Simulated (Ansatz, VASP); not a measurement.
One calculation of LiF, two programs

```xyz
4
Lattice="2.9681 0.0000 0.0000 -1.4840 2.5704 0.0000 0.0000 0.0000 4.8558" Properties=species:S:1:pos:R:3 pbc="T T T"
Li    0.0000    1.7136    1.9554
Li    1.4840    0.8568    4.3833
F     0.0000    1.7136    4.8122
F     1.4840    0.8568    2.3843
```

Alike in both runs: task single point; functional LDA; k mesh 9 × 9 × 6; occupations gaussian, width 0.05 eV; no spin polarisation.

```csv
,VASP,Ansatz
version,VASP 6.6.1,Ansatz 0.2.0
potentials or method,"VASP PAW LDA potentials, release 64 (Li_sv, F), cutoff 520 eV","scalar-relativistic, plane waves, PAW"
valence electrons in the cell,20,20
```

VASP gave:

| Property | Result |
| --- | --- |
| gap on the k mesh at the Fermi level (eV) | 7.78 |
| least direct gap on the mesh (eV) | 7.78 |
| rms of the force components (eV/Å) | 0.226 |

**Question.** What did Ansatz give for the same quantities?

**Answer.** gap on the k mesh at the Fermi level (eV): 7.80; least direct gap on the mesh (eV): 7.80; rms of the force components (eV/Å): 0.224.

LDA's correlation is that of Perdew and Zunger in VASP and of Perdew and Wang (1992) in Ansatz. Atom by atom the forces differ by 0.003 eV/Å (rms over components).

Noted on VASP's run: the cutoff is under 1.25 times that of the potentials, so the pressure is a little rough.
